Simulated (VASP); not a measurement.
Runs of VASP 6.6.1 on BaTiO3. The structure is that of space group Pm-3m (No. 221), or close to it. The cells are those of the table. 

```tsv
cell	gap on the mesh (eV)	pressure (GPa)	largest force (eV/Å)
a = 3.653 Å, 5 atoms	3.08	99.8	-
a = 3.764 Å, 5 atoms	3.08	57.3	-
a = 3.995, b = 4.024, c = 4.024 Å, angles 89.9, 90.0, 90.0°, 5 atoms	(a)	3.8	0.52
a = 3.976 Å, 5 atoms	2.72	8.2	0.01
a = 3.991, b = 4.009, c = 4.009 Å, angles 89.9, 90.0, 90.0°, 5 atoms	(b)	4.9	(c)
```

Alike in all rows: task single point; level r2SCAN+U; potentials or basis VASP PAW PBE potentials, release 64 (Ba_sv, Ti_sv, O); no spin polarisation; Ti d U = 4.0 eV; k mesh 6 × 6 × 6; cutoff (eV) 520; smearing gaussian 0.02 eV.

Question: Estimate the missing entries.

Answer: (a) 2.83; (b) 2.79; (c) 0.44.

Caveats: the PAW data sets were made with another functional, which shifts forces and pressure a little; spin-orbit coupling is left out, which moves the levels of the heavy elements.

A k mesh can miss the band edges, and the runs leave out spin-orbit coupling on Ba.
